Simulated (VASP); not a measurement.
Here is a VASP 6.6.1 calculation.

Contents of INCAR:

```
PREC = Accurate ; ENCUT = 600
EDIFF = 1E-6 ; ISMEAR = 0
SIGMA = 0.1 ; LREAL = False
LASPH = True ; NELM = 60
ALGO = Fast ; ISIF = 3
LWAVE = False ; LCHARG = False
GGA = PE ; IBRION = 2
NSW = 100 ; EDIFFG = -0.01
```

The input KPOINTS:

```
Automatic mesh
0
Gamma
  12 12 8
```

The input POSCAR:

```
Ti2B3
1.0
    3.2102102141      0.0000000000      0.0000000000
    0.0000000000      3.2102102141      0.0000000000
    0.0000000000      0.0000000000      4.8482178368
Ti B
2 3
Direct
    0.5000000000      0.0000000000      0.6866197389
    0.0000000000      0.5000000000      0.3133802611
    0.5000000000      0.5000000000      0.0000000000
    0.0000000000      0.5000000000      0.8011987632
    0.5000000000      0.0000000000      0.1988012368
```

Potentials or basis: VASP PAW PBE potentials, release 64 (Ti_sv, B).

The run is started by

```console
$ cat potpaw_PBE.64/Ti_sv/POTCAR potpaw_PBE.64/B/POTCAR > POTCAR
$ mpirun -np 1 vasp_std > vasp.out
```

Question: Predict the relaxed cell.

Answer: a = 3.211 Å, b = 3.211 Å, c = 4.849 Å, α = 90.00°, β = 90.00°, γ = 90.00°.

Question: Estimate the band gap on the k mesh.

Answer: Zero (an odd number of electrons rules out a gap without spin polarisation).

Question: What does it give for the relaxed volume?

Answer: 10.00 Å³/atom.

Final structure:
```
Ti B
1.0
     3.21125    0.00000    0.00000
     0.00000    3.21125    0.00000
     0.00000    0.00000    4.84880
Ti B
2 3
Direct
  0.50000 0.00000 0.68723
  0.00000 0.50000 0.31277
  0.50000 0.50000 0.00000
  0.00000 0.50000 0.79959
  0.50000 0.00000 0.20041
```
